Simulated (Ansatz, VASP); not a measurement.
**P: VASP beside Ansatz**

```xyz
4
Lattice="3.4514 0.0000 0.0000 -1.7257 2.9890 0.0000 0.0000 0.0000 20.0000" Properties=species:S:1:pos:R:3 pbc="T T T"
P     1.7257    0.9963    8.4250
P     0.0000    1.9927    7.2905
P     0.0000    0.0000   11.5750
P     0.0000    1.9927   12.7095
```

Alike in both runs: task single point; functional PBE; dispersion D3(BJ); k mesh 6 × 6 × 1; occupations gaussian, width 0.1 eV; no spin polarisation.

|  | VASP | Ansatz |
| --- | --- | --- |
| version | VASP 6.6.1 | Ansatz 0.2.0 |
| potentials or method | VASP PAW PBE potentials, release 64 (P), cutoff 520 eV | scalar-relativistic, plane waves, PAW |
| valence electrons in the cell | 20 | 20 |

|  | VASP | Ansatz | Ansatz less VASP |
| --- | --- | --- | --- |
| gap on the k mesh at the Fermi level (eV) | 0.23 | 0.20 | -0.032 |
| least direct gap on the mesh (eV) | 0.89 | 0.84 | -0.050 |
| rms of the force components (eV/Å) | 0.459 | 0.490 | +0.0308 |

Atom by atom the forces differ by 0.031 eV/Å (rms over components). Ansatz's warnings: slab cell height set.
